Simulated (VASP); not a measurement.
# MnSe (Fm-3m) in VASP: notebook

MnSe is run at these levels: LDA; tasks: single point, relaxation of cell and atoms.

Everything below comes from runs of VASP 6.6.1. Logs are shortened: lines on timing, memory, paths and dates and some standing lists are left out, and cuts for length are marked.

## (1) The cell of the first run

Symmetry: Fm-3m, No. 225, cubic system. The conventional cell has a = 5.106 Å, b = 5.106 Å, c = 5.106 Å, α = 90.00°, β = 90.00°, γ = 90.00°. Mn (site symmetry m-3m) has 6 Se at 2.55 Å within 3.4 Å. Se (site symmetry m-3m) has 6 Mn at 2.55 Å within 3.4 Å.

## (2) Single point, LDA, collinear spin, ferromagnetic start

The input, INCAR:

```
SYSTEM = MnSe
  ALGO = Normal
  EDIFF = 1E-6
  ENCUT = 520
  GGA = CA
  ISIF = 2
  ISMEAR = 0
  ISPIN = 2
  LASPH = .TRUE.
  LCHARG = .FALSE.
  LMAXMIX = 4
  LORBIT = 11
  LREAL = .FALSE.
  LWAVE = .FALSE.
  MAGMOM = 4.22 0.11
  NBANDS = 20
  NELM = 150
  PREC = Accurate
  SIGMA = 0.1
```

The input, KPOINTS:

```
k-points
0
G
  14 14 14
  0 0 0
```

The input, POSCAR:

```
MnSe
1.0
    0.0000000000      2.5530479016      2.5530479016
    2.5530479016      0.0000000000      2.5530479016
    2.5530479016      2.5530479016      0.0000000000
Mn Se
1 1
Direct
    0.0000000000      0.0000000000      0.0000000000
    0.5000000000      0.5000000000      0.5000000000
```

Potentials or basis: VASP PAW LDA potentials, release 64 (Mn_pv, Se).

Started as:

```console
$ cat potpaw_LDA.64/Mn_pv/POTCAR potpaw_LDA.64/Se/POTCAR > POTCAR
$ mpirun -np 1 vasp_std > vasp.out
```

OUTCAR:

```text
SYSTEM = MnSe
   EDIFF = 1E-6
   ENCUT = 520
   GGA = CA
   ISIF = 2
   ISMEAR = 0
   ISPIN = 2
   LASPH = .TRUE.
   LORBIT = 11
   LREAL = .FALSE.
   NELM = 150
   PREC = Accurate

 ion  position               nearest neighbor table
   1  0.000  0.000  0.000-   2 2.55   2 2.55   2 2.55   2 2.55   2 2.55   2 2.55
   2  0.500  0.500  0.500-   1 2.55   1 2.55   1 2.55   1 2.55   1 2.55   1 2.55

  LATTYP: Found a face centered cubic cell.
 ALAT       =     5.1060958032

  Lattice vectors:

 A1 = (   0.0000000000,   2.5530479016,   2.5530479016)
 A2 = (   2.5530479016,   0.0000000000,   2.5530479016)
 A3 = (   2.5530479016,   2.5530479016,   0.0000000000)

Analysis of symmetry for initial positions (statically):
=====================================================================
 Subroutine PRICEL returns:
 Original cell was already a primitive cell.

 Routine SETGRP: Setting up the symmetry group for a
 face centered cubic supercell.

 Subroutine GETGRP returns: Found 48 space group operations
 (whereof 48 operations were pure point group operations)
 out of a pool of 48 trial point group operations.

The static configuration has the point symmetry O_h .

Analysis of symmetry for dynamics (positions and initial velocities):
=====================================================================
 Subroutine PRICEL returns:
 Original cell was already a primitive cell.

 Routine SETGRP: Setting up the symmetry group for a
 face centered cubic supercell.

 Subroutine GETGRP returns: Found 48 space group operations
 (whereof 48 operations were pure point group operations)
 out of a pool of 48 trial point group operations.

The dynamic configuration has the point symmetry O_h .

Analysis of structural, dynamic, and magnetic symmetry:
=====================================================================
 Subroutine PRICEL returns:
 Original cell was already a primitive cell.

 Routine SETGRP: Setting up the symmetry group for a
 face centered cubic supercell.

 Subroutine GETGRP returns: Found 48 space group operations
 (whereof 48 operations were pure point group operations)
 out of a pool of 48 trial point group operations.

The overall configuration has the point symmetry O_h .

 Subroutine INISYM returns: Found 48 space group operations
 (whereof 48 operations are pure point group operations),
 and found     1 'primitive' translations

----------------------------------------------------------------------------------------

                                     Primitive cell

  volume of cell :      33.2818

  direct lattice vectors                    reciprocal lattice vectors
     0.000000000  2.553047902  2.553047902    -0.195844347  0.195844347  0.195844347
     2.553047902  0.000000000  2.553047902     0.195844347 -0.195844347  0.195844347
     2.553047902  2.553047902  0.000000000     0.195844347  0.195844347 -0.195844347

  length of vectors
     3.610554968  3.610554968  3.610554968     0.339212360  0.339212360  0.339212360

  position of ions in fractional coordinates (direct lattice)
     0.000000000  0.000000000  0.000000000
     0.500000000  0.500000000  0.500000000

  ion indices of the primitive-cell ions
   primitive index   ion index
                 1           1
                 2           2

----------------------------------------------------------------------------------------

 KPOINTS: k-points

Automatic generation of k-mesh.
 Grid dimensions read from file:
 generate k-points for:   14   14   14

 Generating k-lattice:

  Cartesian coordinates                     Fractional coordinates (reciprocal lattice)
    -0.013988882  0.013988882  0.013988882     0.071428571  0.000000000  0.000000000
     0.013988882 -0.013988882  0.013988882     0.000000000  0.071428571  0.000000000
     0.013988882  0.013988882 -0.013988882     0.000000000  0.000000000  0.071428571

  Length of vectors
     0.024229454  0.024229454  0.024229454

  Shift w.r.t. Gamma in fractional coordinates (k-lattice)
     0.000000000  0.000000000  0.000000000

 Subroutine IBZKPT returns following result:
 ===========================================

 Found    104 irreducible k-points:

 Following reciprocal coordinates:
            Coordinates               Weight
  0.000000  0.000000  0.000000      1.000000
  0.071429  0.000000  0.000000      8.000000
  0.142857  0.000000  0.000000      8.000000
  0.214286  0.000000  0.000000      8.000000
  0.285714  0.000000  0.000000      8.000000
  0.357143  0.000000  0.000000      8.000000
[... 16 lines left out ...]
  0.214286  0.142857  0.000000     24.000000
  0.285714  0.142857  0.000000     24.000000
 [... further k-points ...]
   k-points           NKPTS =    104   k-points in BZ     NKDIM =    104   number of bands    NBANDS=     20
   number of dos      NEDOS =    301   number of ions     NIONS =      2
   total plane-waves  NPLWV =  21952
   dimension x,y,z NGX =    28 NGY =   28 NGZ =   28
[... 104 lines left out ...]
     19      18.6200      0.00000
     20      20.8805      0.00000

 k-point     4 :       0.2143    0.0000    0.0000
  band No.  band energies     occupation
      1     -42.0579      1.00000
      2     -42.0534      1.00000
      3     -42.0534      1.00000
      4      -7.6711      1.00000
      5       2.6136      1.00000
      6       3.4868      1.00000
[... 429 lines left out ...]
 k-point    23 :       0.2143    0.1429    0.0000
  band No.  band energies     occupation
      1     -42.0567      1.00000
      2     -42.0542      1.00000
      3     -42.0540      1.00000
      4      -7.6791      1.00000
      5       2.5585      1.00000
      6       3.8492      1.00000
[... 12 lines left out ...]
     19      20.6710      0.00000
     20      22.2505      0.00000

 k-point    24 :       0.2857    0.1429    0.0000
  band No.  band energies     occupation
      1     -42.0591      1.00000
      2     -42.0546      1.00000
      3     -42.0543      1.00000
      4      -7.3903      1.00000
      5       1.9111      1.00000
      6       3.2898      1.00000
[... 12 lines left out ...]
     19      20.6568      0.00000
     20      23.8334      0.00000

 [... further k-points ...]

 spin component 2

 k-point     1 :       0.0000    0.0000    0.0000
  band No.  band energies     occupation
      1     -38.6006      1.00000
      2     -38.6006      1.00000
      3     -38.6006      1.00000
      4      -7.9692      1.00000
      5       6.2770      1.00000
      6       6.2770      1.00000
[... 12 lines left out ...]
     19      20.8340      0.00000
     20      20.8340      0.00000

 k-point     2 :       0.0714    0.0000    0.0000
  band No.  band energies     occupation
      1     -38.6014      1.00000
      2     -38.6007      1.00000
      3     -38.6007      1.00000
      4      -7.9090      1.00000
      5       5.6272      1.00000
      6       5.9079      1.00000
[... 12 lines left out ...]
     19      19.8970      0.00000
     20      20.9955      0.00000

 k-point     3 :       0.1429    0.0000    0.0000
  band No.  band energies     occupation
      1     -38.6038      1.00000
      2     -38.6009      1.00000
      3     -38.6009      1.00000
      4      -7.7330      1.00000
      5       4.4606      1.00000
      6       5.3341      1.00000
[... 12 lines left out ...]
     19      19.1948      0.00000
     20      21.7164      0.00000

 k-point     4 :       0.2143    0.0000    0.0000
  band No.  band energies     occupation
      1     -38.6072      1.00000
      2     -38.6013      1.00000
      3     -38.6013      1.00000
      4      -7.4571      1.00000
      5       3.2226      1.00000
      6       4.8093      1.00000
[... 429 lines left out ...]
 k-point    23 :       0.2143    0.1429    0.0000
  band No.  band energies     occupation
      1     -38.6056      1.00000
      2     -38.6023      1.00000
      3     -38.6021      1.00000
      4      -7.4635      1.00000
      5       3.3986      1.00000
      6       4.9426      1.00000
[... 12 lines left out ...]
     19      21.4043      0.00000
     20      23.0895      0.00000

 k-point    24 :       0.2857    0.1429    0.0000
  band No.  band energies     occupation
      1     -38.6087      1.00000
      2     -38.6028      1.00000
      3     -38.6024      1.00000
      4      -7.1830      1.00000
      5       2.5839      1.00000
      6       4.3545      1.00000
[... 12 lines left out ...]
     19      21.3828      0.00000
     20      24.3893      0.00000

 [... further k-points ...]

------------------------ aborting loop because EDIFF is reached ----------------------------------------

  FORCE on cell =-STRESS in cart. coord.  units (eV):
  Direction    XX          YY          ZZ          XY          YZ          ZX
  --------------------------------------------------------------------------------------
  -------------------------------------------------------------------------------------
  Total       -0.1049709     -0.1049709     -0.1049709      0.0000000      0.0000000      0.0000000
  in kB       -5.0532734     -5.0532734     -5.0532734      0.0000000      0.0000000      0.0000000
  external PRESSURE =      -5.0532734 kB  Pullay stress =       0.0000000 kB

 VOLUME and BASIS-vectors are now :
 -----------------------------------------------------------------------------
  energy-cutoff  :      520.00
  volume of cell :       33.28
      direct lattice vectors                 reciprocal lattice vectors
     0.000000000  2.553047902  2.553047902    -0.195844347  0.195844347  0.195844347
     2.553047902  0.000000000  2.553047902     0.195844347 -0.195844347  0.195844347
     2.553047902  2.553047902  0.000000000     0.195844347  0.195844347 -0.195844347

 POSITION                                       TOTAL-FORCE (eV/Angst)
 -----------------------------------------------------------------------------------
      0.00000      0.00000      0.00000         0.000000      0.000000     -0.000000
      2.55305      2.55305      2.55305         0.000000     -0.000000      0.000000
 -----------------------------------------------------------------------------------
    total drift:                               -0.000000      0.000000      0.000000

  FREE ENERGIE OF THE ION-ELECTRON SYSTEM (eV)
  ---------------------------------------------------
  free  energy   TOTEN  =       -14.3399335167 eV

  energy  without entropy=      -14.3320909150  energy(sigma->0) =      -14.33601222

 total charge

# of ion       s       p       d       tot
------------------------------------------
    1        0.259   6.209   5.096  11.564
    2        1.452   2.410   0.068   3.931
--------------------------------------------------
tot          1.711   8.619   5.165  15.495

 magnetization (x)

# of ion       s       p       d       tot
------------------------------------------
    1        0.052   0.038   3.480   3.570
    2        0.023   0.016   0.019   0.058
--------------------------------------------------
tot          0.075   0.054   3.499   3.628
```

It took 62 s on 1 thread of Intel Xeon 6975P-C (Granite Rapids), shared host; peak memory 0.22 GiB.

What came out:

- Free energy: -14.3399 eV
- Pressure: -0.5 GPa
- Net moment: 3.87 μB per cell
- Site moments: Mn +3.57; Se +0.06 μB
- Valence electrons inside the program's atomic spheres: Mn 11.56; Se 3.93

Caveat: a cell with one magnetic atom can't hold antiferromagnetic order, which such compounds often take; semilocal functionals often make such compounds metallic where correlation or magnetic order opens a gap, which also shifts bond lengths. With open d or f shells a metallic result of LDA can be an artefact of self-interaction; +U or a hybrid may open a gap.

## (3) Single point, LDA, collinear spin, ferromagnetic start

The input, INCAR:

```
SYSTEM = MnSe
  PREC = Accurate
  ENCUT = 520
  EDIFF = 1E-7
  ISMEAR = 0
  SIGMA = 0.2
  LREAL = .FALSE.
  LASPH = .TRUE.
  NELM = 150
  ALGO = Normal
  ISIF = 2
  LWAVE = .FALSE.
  LCHARG = .FALSE.
  ISPIN = 2
  MAGMOM = 3.92 0
  LORBIT = 11
  LMAXMIX = 4
  NBANDS = 20
```

The input, KPOINTS:

```
regular mesh
0
G
  14 14 14
  0 0 0
```

The input, POSCAR:

```
MnSe
1.0
    0.0000000000      2.5540383688      2.5540383688
    2.5540383688      0.0000000000      2.5540383688
    2.5540383688      2.5540383688      0.0000000000
Mn Se
1 1
Direct
    0.0000000000      0.0000000000      0.0000000000
    0.5000000000      0.5000000000      0.5000000000
```

Potentials or basis: VASP PAW LDA potentials, release 64 (Mn_pv, Se).

Started as:

```console
$ cat potpaw_LDA.64/Mn_pv/POTCAR potpaw_LDA.64/Se/POTCAR > POTCAR
$ mpirun -np 1 vasp_std > vasp.out
```

Wall time 69 s (1 thread of Intel Xeon 6975P-C (Granite Rapids), shared host); peak memory 0.22 GiB.

The run converged. Its results:

* Free energy: -14.3514 eV
* Pressure: -0.7 GPa
* Net moment: 3.86 μB per cell
* Site moments: Mn +3.56; Se +0.06 μB
* Valence electrons inside the program's atomic spheres: Mn 11.56; Se 3.93

Levels at points of the mesh, in eV from the Fermi level:
Spin up:
| k point | band 10 | band 11 | band 12 | band 13 | band 14 | band 15 |
| --- | --- | --- | --- | --- | --- | --- |
| (0.00, 0.00, 0.00) | -1.46 | -1.46 | -1.46 | 2.69 | 9.14 | 9.14 |
| (0.50, 0.00, 0.00) | -1.91 | 1.49 | 1.49 | 2.85 | 5.50 | 5.50 |
| (0.50, 0.50, 0.00) | -2.11 | -2.11 | -1.56 | 1.04 | 5.64 | 12.25 |
Spin down:
```csv
k point,band 6,band 7,band 8,band 9,band 10,band 11
"(0.00, 0.00, 0.00)",-1.26,-1.26,-0.37,-0.37,-0.37,-0.21
"(0.50, 0.00, 0.00)",-3.72,-3.72,0.70,0.70,0.96,3.23
"(0.50, 0.50, 0.00)",-3.34,-3.34,-1.62,0.26,0.99,0.99
```

Caveat: a cell with one magnetic atom can't hold antiferromagnetic order, which such compounds often take; semilocal functionals often make such compounds metallic where correlation or magnetic order opens a gap, which also shifts bond lengths.

## (4) Relaxation of cell and atoms, LDA, collinear spin, ferromagnetic start

The input, INCAR:

```
PREC = Accurate ; ENCUT = 600
EDIFF = 1E-6 ; ISMEAR = 0
SIGMA = 0.2 ; LREAL = False
LASPH = True ; NELM = 150
ALGO = Normal ; ISIF = 3
LWAVE = False ; LCHARG = False
ISPIN = 2 ; MAGMOM = 3.92 0
LORBIT = 11 ; LMAXMIX = 4
IBRION = 2 ; NSW = 80
EDIFFG = -0.001
```

The input, KPOINTS:

```
Automatic mesh
0
Gamma
  14 14 14
```

The input, POSCAR:

```
MnSe
1.0
    0.0000000000      2.5530479016      2.5530479016
    2.5530479016      0.0000000000      2.5530479016
    2.5530479016      2.5530479016      0.0000000000
Mn Se
1 1
Direct
    0.0000000000      0.0000000000      0.0000000000
    0.5000000000      0.5000000000      0.5000000000
```

Started as:

```console
$ cat potpaw_LDA.64/Mn_pv/POTCAR potpaw_LDA.64/Se/POTCAR > POTCAR
$ mpirun -np 1 vasp_std > vasp.out
```

Run time: 1.9 min. Hardware: 1 thread of Intel Xeon 6975P-C (Granite Rapids), shared host; peak memory 0.24 GiB.

It converged, with:

```
Free energy                                           : -14.3521 eV
Relaxed volume                                        : 16.50 Å³/atom
Relaxed cell                                          : a = 3.601 Å, b = 3.601 Å, c = 3.601 Å, α = 60.00°, β = 60.00°, γ = 60.00°
Space group after relaxing (to 0.1 Å)                 : Fm-3m (No. 225)
Energy gained by relaxing                             : 0.3 meV/atom
Ionic steps                                           : 3
Pressure after relaxing                               : 0.0 GPa
Net moment                                            : 3.83 μB per cell
Site moments                                          : Mn +3.54; Se +0.06 μB
Valence electrons inside the program's atomic spheres : Mn 11.58; Se 3.94
```

Step by step:
| step | energy change (eV) | largest force (eV/Å) | pressure (GPa) | volume (Å³) |
| --- | --- | --- | --- | --- |
| 1 | 0.0000 | 0.0000 | -0.60 | 33.28 |
| 2 | -0.0005 | 0.0000 | 0.06 | 32.98 |
| 3 | -0.0005 | 0.0000 | 0.00 | 33.01 |

Final structure:
```
Mn Se
1.0
     0.00000    2.54602    2.54602
     2.54602    0.00000    2.54602
     2.54602    2.54602    0.00000
Mn Se
1 1
Direct
  0.00000 0.00000 0.00000
  0.50000 0.50000 0.50000
```

Levels at points of the mesh, in eV from the Fermi level:
Spin up:
```tsv
k point	band 8	band 9	band 10	band 11	band 12	band 13	band 14	band 15
(0.00, 0.00, 0.00)	-2.88	-2.88	-1.45	-1.45	-1.45	2.79	9.18	9.18
(0.50, 0.00, 0.00)	-2.29	-2.29	-1.88	1.54	1.54	2.87	5.52	5.52
(0.50, 0.50, 0.00)	-3.64	-2.55	-2.09	-2.09	-1.53	1.08	5.68	12.35
```
Spin down:
| k point | band 4 | band 5 | band 6 | band 7 | band 8 | band 9 | band 10 | band 11 | band 12 | band 13 |
| --- | --- | --- | --- | --- | --- | --- | --- | --- | --- | --- |
| (0.00, 0.00, 0.00) | -15.56 | -1.25 | -1.25 | -1.25 | -0.39 | -0.39 | -0.39 | -0.23 | -0.23 | 3.39 |
| (0.50, 0.00, 0.00) | -13.92 | -7.36 | -3.76 | -3.76 | 0.69 | 0.69 | 0.96 | 3.24 | 3.56 | 3.56 |
| (0.50, 0.50, 0.00) | -13.73 | -6.36 | -3.36 | -3.36 | -1.67 | 0.25 | 0.99 | 0.99 | 1.19 | 2.24 |

Caveat: a cell with one magnetic atom can't hold antiferromagnetic order, which such compounds often take; semilocal functionals often make such compounds metallic where correlation or magnetic order opens a gap, which also shifts bond lengths. LDA usually gives volumes a few per cent too small.

## (5) Summary

| task | cell | cutoff (eV) | smearing | gap on the mesh (eV) | pressure (GPa) | moment (μB) |
| --- | --- | --- | --- | --- | --- | --- |
| single point | a = 3.611 Å, angles 60.0°, 2 atoms | 520 | gaussian 0.1 eV | none | -0.5 | 3.87 |
| single point | a = 3.612 Å, angles 60.0°, 2 atoms | 520 | gaussian 0.2 eV | none | -0.7 | 3.86 |
| relaxation of cell and atoms | relaxed from a = 3.611 Å, angles 60.0°, 2 atoms | 600 | gaussian 0.2 eV | none | 0.0 | 3.83 |

Alike in all rows: level LDA; potentials or basis VASP PAW LDA potentials, release 64 (Mn_pv, Se); spin collinear, ferromagnetic start; k mesh 14 × 14 × 14.

Caveats: a cell with one magnetic atom can't hold antiferromagnetic order, which such compounds often take; semilocal functionals often make such compounds metallic where correlation or magnetic order opens a gap, which also shifts bond lengths.

Total energies depend on the potentials used, so only differences within one code and one set of settings carry meaning.
